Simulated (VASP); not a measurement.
# Te2Mo (P3m1) in VASP: notebook

Runs on Te2Mo. Level: PBE. Tasks: single point.

Everything below comes from runs of VASP 6.6.1. Logs are shortened: lines on timing, memory, paths and dates and some standing lists are left out, and cuts for length are marked.

## Step 1: The cell of the first run

Symmetry: P3m1, No. 156, trigonal system. Conventional cell: a = 3.557 Å, b = 3.557 Å, c = 15.205 Å, α = 90.00°, β = 90.00°, γ = 120.00°. Within 3.7 Å of Te (site symmetry 3m) lie 3 Mo at 2.84 Å and 6 Te at 3.56 Å. Te (site symmetry 3m) has 3 Mo at 2.74 Å and 6 Te at 3.56 Å within 3.6 Å. Within 3.6 Å of Te (site symmetry 3m) lie 3 Mo at 2.74 Å and 6 Te at 3.56 Å. Te (site symmetry 3m) has 3 Mo at 2.74 Å and 6 Te at 3.56 Å within 3.6 Å. Within 3.6 Å of Mo (site symmetry 3m) lie 6 Te at 2.74 Å and 6 Mo at 3.56 Å. Mo (site symmetry 3m) has 6 Te at 2.74 to 2.84 Å and 6 Mo at 3.56 Å within 3.6 Å.

## Step 2: Single point, PBE (atom 1 (Te) moved by (+0.000, -0.150) A along y and z)

File INCAR:

```
SYSTEM = Te2Mo
PREC = Accurate
ENCUT = 520
EDIFF = 1E-6
ISMEAR = 0
SIGMA = 0.05
LREAL = .FALSE.
LASPH = .TRUE.
NELM = 100
ALGO = Normal
ISIF = 2
LWAVE = .FALSE.
LCHARG = .TRUE.
GGA = PE
LELF = .TRUE.
LVHAR = .TRUE.
NBANDS = 35
```

File KPOINTS:

```
regular mesh
0
G
  12 12 2
  0 0 0
```

File POSCAR:

```
Te2Mo
1.0
    3.5570664331      0.0000000000      0.0000000000
   -1.7785332165      3.0805098940      0.0000000000
    0.0000000000      0.0000000000     15.2047186580
Te Mo
4 2
Direct
    0.3333333333      0.6666666667      0.6212289967
    0.6666666667      0.3333333333      0.1310943552
    0.3333333333      0.6666666667      0.8689056448
    0.6666666667      0.3333333333      0.3689056448
    0.3333333333      0.6666666667      0.2500000000
    0.6666666667      0.3333333333      0.7500000000
```

Potentials or basis: VASP PAW PBE potentials, release 64 (Te, Mo_sv).

Run with:

```
cat potpaw_PBE.64/Te/POTCAR potpaw_PBE.64/Mo_sv/POTCAR > POTCAR
mpirun -np 1 vasp_std > vasp.out
```

OUTCAR:

```text
SYSTEM = Te2Mo
   PREC = Accurate
   ENCUT = 520
   EDIFF = 1E-6
   ISMEAR = 0
   LREAL = .FALSE.
   LASPH = .TRUE.
   NELM = 100
   ISIF = 2
   GGA = PE

 ion  position               nearest neighbor table
   1  0.333  0.667  0.621-   6 2.84   6 2.84   6 2.84
   2  0.667  0.333  0.131-   5 2.74   5 2.74   5 2.74   4 3.62
   3  0.333  0.667  0.869-   6 2.74   6 2.74   6 2.74
   4  0.667  0.333  0.369-   5 2.74   5 2.74   5 2.74   2 3.62
   5  0.333  0.667  0.250-   2 2.74   4 2.74   2 2.74   4 2.74   2 2.74   4 2.74
   6  0.667  0.333  0.750-   3 2.74   3 2.74   3 2.74   1 2.84   1 2.84   1 2.84

  LATTYP: Found a hexagonal cell.
 ALAT       =     3.5570664331
 C/A-ratio  =     4.2745107363

  Lattice vectors:

 A1 = (   3.5570664331,   0.0000000000,   0.0000000000)
 A2 = (  -1.7785332165,   3.0805098940,   0.0000000000)
 A3 = (   0.0000000000,   0.0000000000,  15.2047186580)

Analysis of symmetry for initial positions (statically):
=====================================================================
 Subroutine PRICEL returns:
 Original cell was already a primitive cell.

 Routine SETGRP: Setting up the symmetry group for a
 hexagonal supercell.

 Subroutine GETGRP returns: Found  6 space group operations
 (whereof  6 operations were pure point group operations)
 out of a pool of 24 trial point group operations.

The static configuration has the point symmetry C_3v.

Analysis of symmetry for dynamics (positions and initial velocities):
=====================================================================
 Subroutine PRICEL returns:
 Original cell was already a primitive cell.

 Routine SETGRP: Setting up the symmetry group for a
 hexagonal supercell.

 Subroutine GETGRP returns: Found  6 space group operations
 (whereof  6 operations were pure point group operations)
 out of a pool of 24 trial point group operations.

The dynamic configuration has the point symmetry C_3v.

 Subroutine INISYM returns: Found  6 space group operations
 (whereof  6 operations are pure point group operations),
 and found     1 'primitive' translations

----------------------------------------------------------------------------------------

                                     Primitive cell

  volume of cell :     166.6069

  direct lattice vectors                    reciprocal lattice vectors
     3.557066433  0.000000000  0.000000000     0.281130538  0.162310792  0.000000000
    -1.778533217  3.080509894  0.000000000     0.000000000  0.324621584  0.000000000
     0.000000000  0.000000000 15.204718658     0.000000000  0.000000000  0.065769056

  length of vectors
     3.557066433  3.557066433 15.204718658     0.324621584  0.324621584  0.065769056

  position of ions in fractional coordinates (direct lattice)
     0.333333333  0.666666667  0.621228997
     0.666666667  0.333333333  0.131094355
     0.333333333  0.666666667  0.868905645
     0.666666667  0.333333333  0.368905645
     0.333333333  0.666666667  0.250000000
     0.666666667  0.333333333  0.750000000

  ion indices of the primitive-cell ions
   primitive index   ion index
                 1           1
                 2           2
                 3           3
                 4           4
                 5           5
                 6           6

----------------------------------------------------------------------------------------

 KPOINTS: regular mesh

Automatic generation of k-mesh.
 Grid dimensions read from file:
 generate k-points for:   12   12    2

 Generating k-lattice:

  Cartesian coordinates                     Fractional coordinates (reciprocal lattice)
     0.023427545  0.013525899  0.000000000     0.083333333  0.000000000  0.000000000
     0.000000000  0.027051799  0.000000000     0.000000000  0.083333333  0.000000000
     0.000000000  0.000000000  0.032884528     0.000000000  0.000000000  0.500000000

  Length of vectors
     0.027051799  0.027051799  0.032884528

  Shift w.r.t. Gamma in fractional coordinates (k-lattice)
     0.000000000  0.000000000  0.000000000

 Subroutine IBZKPT returns following result:
 ===========================================

 Found     38 irreducible k-points:

 Following reciprocal coordinates:
            Coordinates               Weight
  0.000000  0.000000  0.000000      1.000000
  0.083333  0.000000  0.000000      6.000000
  0.166667  0.000000  0.000000      6.000000
  0.250000  0.000000  0.000000      6.000000
  0.333333  0.000000  0.000000      6.000000
  0.416667  0.000000  0.000000      6.000000
[... 16 lines left out ...]
  0.250000  0.000000  0.500000      6.000000
  0.333333  0.000000  0.500000      6.000000
 [... further k-points ...]
   k-points           NKPTS =     38   k-points in BZ     NKDIM =     38   number of bands    NBANDS=     35
   number of dos      NEDOS =    301   number of ions     NIONS =      6
   total plane-waves  NPLWV =  94080
   dimension x,y,z NGX =    28 NGY =   28 NGZ =  120
   dimension x,y,z NGXF=    56 NGYF=   56 NGZF=  240
   ions per type =               4   2
   NGX,Y,Z   is equivalent  to a cutoff of  13.09, 13.09, 13.12 a.u.
   NGXF,Y,Z  is equivalent  to a cutoff of  26.17, 26.17, 26.24 a.u.
 SYSTEM =  Te2Mo
   PREC   = accura    normal or accurate (medium, high low for compatibility)
   ISTART =      0    job   : 0-new  1-cont  2-samecut
   ICHARG =      2    charge: 1-file 2-atom 10-const
   ISPIN  =      1    spin polarized calculation?
   LNONCOLLINEAR =      F non collinear calculations
   LSORBIT =      F    spin-orbit coupling
   LASPH  =      T    aspherical Exc in radial PAW
   ENCUT  =  520.0 eV  38.22 Ry    6.18 a.u.   6.61  6.61 28.27*2*pi/ulx,y,z
   NELM   =    100;   NELMIN=  2; NELMDL= -5     # of ELM steps
   EDIFF  = 0.1E-05   stopping-criterion for ELM
   LREAL  =      F    real-space projection
   EDIFFG = 0.1E-04   stopping-criterion for IOM
   NSW    =      0    number of steps for IOM
   IBRION =     -1    ionic relax: 0-MD 1-quasi-New 2-CG
   NFREE  =      0    steps in history (QN), initial steepest desc. (CG)
   ISIF   =      2    stress and relaxation
   ISYM   =      2    0-nonsym 1-usesym 2-fastsym
   POTIM  = 0.5000    time-step for ionic-motion
   TEBEG  =    0.0;   TEEND  =   0.0 temperature during run
   PSTRESS=    0.0 pullay stress
   NELECT =      52.0000    total number of electrons
   NUPDOWN=      -1.0000    fix difference up-down
   EMIN   =  10.00;   EMAX   =-10.00  energy-range for DOS
   EFERMI =   0.00;   METHOD = LEGACY
   ISMEAR =     0;   SIGMA  =   0.05  broadening in eV -4-tet -1-fermi 0-gaus
   EFERMI_NEDOS =   21; number of points for ismear=-14 and -15
   IALGO  =     38    algorithm
   IMIX   =      4    mixing-type and parameters
     AMIX     =   0.40;   BMIX     =  1.00
     AMIX_MAG =   1.60;   BMIX_MAG =  1.00
  volume/ion in A,a.u.               =      27.77       187.39
  Fermi-wavevector in a.u.,A,eV,Ry     =   1.110482  2.098507 16.778308  1.233171
  Thomas-Fermi vector in A             =   2.247034
   LORBIT       =      0    0 simple, 1 ext, 2 COOP (PROOUT), +10 PAW based schemes
   GGA     = PE    functional components
   LHFCALC =     F    Hartree Fock is set to
   AEXX    =    0.0000 exact exchange contribution
   IVDW    =     0    specifies the selected vdW correction
   LEPSILON=     F    determine dielectric tensor
   LRPA    =     F    only Hartree local field effects (RPA)
 non-spin polarized calculation
 Gauss-broadening in eV      SIGMA  =   0.05
  energy-cutoff  :      520.00
  volume of cell :      166.61
 maximum number of plane-waves:      4544
 NGX is ok and might be reduce to    28
   NGX = 13   NGY = 13   NGZ = 57

 number of electron      52.0000002 magnetization

 Free energy of the ion-electron system (eV)
  ---------------------------------------------------
  ext. energy  EPLUGINS =         0.00000000
  ---------------------------------------------------
  free energy    TOTEN  =       -35.96080989 eV

  energy without entropy =      -35.96080989  energy(sigma->0) =      -35.96080989

 E-fermi :   7.1653     XC(G=0):  -9.8235

 val. band max:        6.7810442643   @ k =   0.3333   0.3333   0.0000
 cond. band min:       7.6457787102   @ k =   0.2500   0.1667   0.0000
 fundamental gap:      0.8647344459
 Fermi energy:         7.1652745471

 k-point     1 :       0.0000    0.0000    0.0000
  band No.  band energies     occupation
      1     -54.0367      2.00000
      2     -54.0027      2.00000
      3     -28.1813      2.00000
      4     -28.1406      2.00000
      5     -28.0796      2.00000
      6     -28.0796      2.00000
[... 27 lines left out ...]
     34      10.0161      0.00000
     35      11.8159      0.00000

 k-point     2 :       0.0833    0.0000    0.0000
  band No.  band energies     occupation
      1     -54.0361      2.00000
      2     -54.0021      2.00000
      3     -28.1797      2.00000
      4     -28.1391      2.00000
      5     -28.0874      2.00000
      6     -28.0814      2.00000
[... 27 lines left out ...]
     34       9.9196      0.00000
     35      12.1512      0.00000

 k-point     3 :       0.1667    0.0000    0.0000
  band No.  band energies     occupation
      1     -54.0346      2.00000
      2     -54.0007      2.00000
      3     -28.1751      2.00000
      4     -28.1351      2.00000
      5     -28.1083      2.00000
      6     -28.0864      2.00000
[... 27 lines left out ...]
     34      10.0131      0.00000
     35      12.4303      0.00000
[... 723 lines left out ...]
 k-point    23 :       0.2500    0.0000    0.5000
  band No.  band energies     occupation
      1     -54.0326      2.00000
      2     -53.9987      2.00000
      3     -28.1688      2.00000
      4     -28.1369      2.00000
      5     -28.1295      2.00000
      6     -28.0931      2.00000
[... 27 lines left out ...]
     34      10.1184      0.00000
     35      12.7741      0.00000

 k-point    24 :       0.3333    0.0000    0.5000
  band No.  band energies     occupation
      1     -54.0305      2.00000
      2     -53.9967      2.00000
      3     -28.1652      2.00000
      4     -28.1625      2.00000
      5     -28.1239      2.00000
      6     -28.0997      2.00000
[... 27 lines left out ...]
     34      10.2212      0.00000
     35      12.0295      0.00000

 [... further k-points ...]

------------------------ aborting loop because EDIFF is reached ----------------------------------------

  FORCE on cell =-STRESS in cart. coord.  units (eV):
  Direction    XX          YY          ZZ          XY          YZ          ZX
  --------------------------------------------------------------------------------------
  -------------------------------------------------------------------------------------
  Total       -1.0896031     -1.0896031     -3.0688224     -0.0000000     -0.0000000      0.0000000
  in kB      -10.4781825    -10.4781825    -29.5113700     -0.0000000     -0.0000000      0.0000000
  external PRESSURE =     -16.8225783 kB  Pullay stress =       0.0000000 kB

 VOLUME and BASIS-vectors are now :
 -----------------------------------------------------------------------------
  energy-cutoff  :      520.00
  volume of cell :      166.61
      direct lattice vectors                 reciprocal lattice vectors
     3.557066433  0.000000000  0.000000000     0.281130538  0.162310792  0.000000000
    -1.778533217  3.080509894  0.000000000     0.000000000  0.324621584  0.000000000
     0.000000000  0.000000000 15.204718658     0.000000000  0.000000000  0.065769056

 POSITION                                       TOTAL-FORCE (eV/Angst)
 -----------------------------------------------------------------------------------
     -0.00000      2.05367      9.44561        -0.000000     -0.000000      1.432211
      1.77853      1.02684      1.99325        -0.000000     -0.000000     -0.016749
     -0.00000      2.05367     13.21147        -0.000000     -0.000000     -0.193987
      1.77853      1.02684      5.60911        -0.000000     -0.000000      0.004580
     -0.00000      2.05367      3.80118         0.000000      0.000000      0.008249
      1.77853      1.02684     11.40354        -0.000000      0.000000     -1.234303
 -----------------------------------------------------------------------------------
    total drift:                                0.000000     -0.000000      0.000139

  FREE ENERGIE OF THE ION-ELECTRON SYSTEM (eV)
  ---------------------------------------------------
  free  energy   TOTEN  =       -35.9608098885 eV

  energy  without entropy=      -35.9608098885  energy(sigma->0) =      -35.96080989
```

Run time: 7.2 min. Hardware: 1 thread of Intel Xeon Platinum 8259CL at 2.50GHz (Skylake/Cascade Lake), shared host; peak memory 0.42 GiB.

Results:

```
Free energy            : -35.9608 eV
Pressure               : -1.7 GPa
Largest force          : 1.432 eV/Å
Band gap on the k mesh : 0.86 eV, indirect (least direct gap 0.94 eV)
```

Forces on the atoms (eV/Å):
```
Te   0.000  0.000  1.432
Te   0.000  0.000 -0.017
Te   0.000  0.000 -0.194
Te   0.000  0.000  0.005
Mo   0.000  0.000  0.008
Mo   0.000  0.000 -1.234
```

Stress tensor (GPa, compression positive):
```
-1.05  0.00  0.00
 0.00 -1.05  0.00
 0.00  0.00 -2.95
```

Caveat: the cell differs from its parent crystal (atom 1 (Te) moved by (+0.000, -0.150) A along y and z); spin-orbit coupling is left out, which moves the levels of the heavy elements; this functional lacks dispersion, which binds the layers, so the pressure and a relaxed spacing across them are unreliable; forces of over 1 eV/Å act on the atoms, so gaps and moduli don't describe the material at rest. A k mesh can miss the band edges.

(Continued in part 2 of 2.)
